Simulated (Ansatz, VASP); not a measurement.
# SiMo3: VASP beside Ansatz

File POSCAR:

```
SiMo3
1.0
    4.8896951900      0.0000000000      0.0000000000
    0.0000000000      4.8896951900      0.0000000000
    0.0000000000      0.0000000000      4.8896951900
Si Mo
2 6
Direct
    0.5000000000      0.5000000000      0.5000000000
    0.0000000000      0.0000000000      0.0000000000
    0.0000000000      0.5000000000      0.2500000000
    0.0000000000      0.5000000000      0.7500000000
    0.5000000000      0.7500000000      0.0000000000
    0.5000000000      0.2500000000      0.0000000000
    0.7500000000      0.0000000000      0.5000000000
    0.2500000000      0.0000000000      0.5000000000
```

The input INCAR.step1:

```
SYSTEM = SiMo3
ALGO = Normal ; EDIFF = 1E-4
ENCUT = 520 ; GGA = PE
ISMEAR = 0 ; LASPH = .True.
LCHARG = .False. ; LREAL = .False.
LWAVE = .True. ; NBANDS = 56
NELM = 80 ; PREC = Accurate
SIGMA = 0.1
```

The input INCAR.step2:

```
SYSTEM = SiMo3
ALGO = Normal ; EDIFF = 1E-6
ENCUT = 520 ; ISIF = 2
ISMEAR = 0 ; ISTART = 1
LASPH = .True. ; LCHARG = .True.
LELF = .True. ; LMIXTAU = .True.
LREAL = .False. ; LVHAR = .True.
LWAVE = .False. ; METAGGA = R2SCAN
NBANDS = 56 ; NELM = 80
PREC = Accurate ; SIGMA = 0.1
```

Contents of KPOINTS:

```
k-points
0
Gamma
  4 4 4
  0 0 0
```

Input for Ansatz:

```yaml
crystal:
  lattice:
    - [4.88969519, 0.0, 0.0]
    - [0.0, 4.88969519, 0.0]
    - [0.0, 0.0, 4.88969519]
  atoms:
    - { symbol: Si, position: [0.5, 0.5, 0.5] }
    - { symbol: Si, position: [0.0, 0.0, 0.0] }
    - { symbol: Mo, position: [0.0, 0.5, 0.25] }
    - { symbol: Mo, position: [0.0, 0.5, 0.75] }
    - { symbol: Mo, position: [0.5, 0.75, 0.0] }
    - { symbol: Mo, position: [0.5, 0.25, 0.0] }
    - { symbol: Mo, position: [0.75, 0.0, 0.5] }
    - { symbol: Mo, position: [0.25, 0.0, 0.5] }
basis:
  ecutwfc: 500
kpoints:
  mp_grid: { grid: [4, 4, 4] }
hamiltonian:
  xc: r2scan
scf:
  occupations: { method: gaussian, width: 0.1 }
  lower_state_search: "off"
output:
  forces: true
  stress: true
  eigenvalues: true
```

Alike in both runs: task single point; functional r2SCAN; k mesh 4 × 4 × 4; occupations gaussian, width 0.1 eV; no spin polarisation.

```csv
,VASP,Ansatz
version,VASP 6.6.1,Ansatz 0.2.0
potentials or method,"VASP PAW PBE potentials, release 64 (Si, Mo_sv), cutoff 520 eV","scalar-relativistic, plane waves, PAW"
valence electrons in the cell,92,92
```

VASP gave:

| Property | Result |
| --- | --- |
| gap on the k mesh at the Fermi level (eV) | none |
| pressure (GPa) | 1.2 |

Q: Estimate Ansatz's values.

A: gap on the k mesh at the Fermi level (eV): none; pressure (GPa): 0.2.

VASP's potentials were made for PBE, not for r2SCAN. A gap of «none» marks a metal or a gap that the smearing closes.
